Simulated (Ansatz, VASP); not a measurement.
# One calculation of Ru, two programs

```xyz
2
Lattice="2.7058 0.0000 0.0000 -1.3529 2.3433 0.0000 0.0000 0.0000 4.2819" Properties=species:S:1:pos:R:3 pbc="T T T"
Ru    0.0000    1.5622    1.0705
Ru    1.3529    0.7811    3.2114
```

Alike in both runs: task electric field gradients; functional LDA; k mesh 14 × 14 × 8; occupations fermi-dirac, width 0.03 eV; no spin polarisation.

|  | VASP | Ansatz |
| --- | --- | --- |
| version | VASP 6.6.1 | Ansatz 0.2.0 |
| potentials or method | VASP PAW LDA potentials, release 64 (Ru_pv) | PAW with Ansatz's default frozen-core files, scalar-relativistic |
| plane-wave cutoff (eV) | 520 | 420 |
| valence electrons in the cell | 28 | 32 |

|  | VASP | Ansatz | Ansatz less VASP |
| --- | --- | --- | --- |
| gap on the k mesh at the Fermi level (eV) | none | none | - |
| pressure (GPa) | -11.4 | -12.3 | -0.84 |
| traceless stress, the component that is largest in VASP (GPa) | -1.56 | -1.62 | -0.065 |

LDA's correlation is that of Perdew and Zunger in VASP and of Perdew and Wang (1992) in Ansatz. A gap of «none» marks a metal or a gap that the smearing closes. VASP's potentials hold 28 valence electrons a cell and Ansatz's 32, so a difference there can come from the potentials and not from the codes. Ansatz's warnings: stress scf threshold loose.
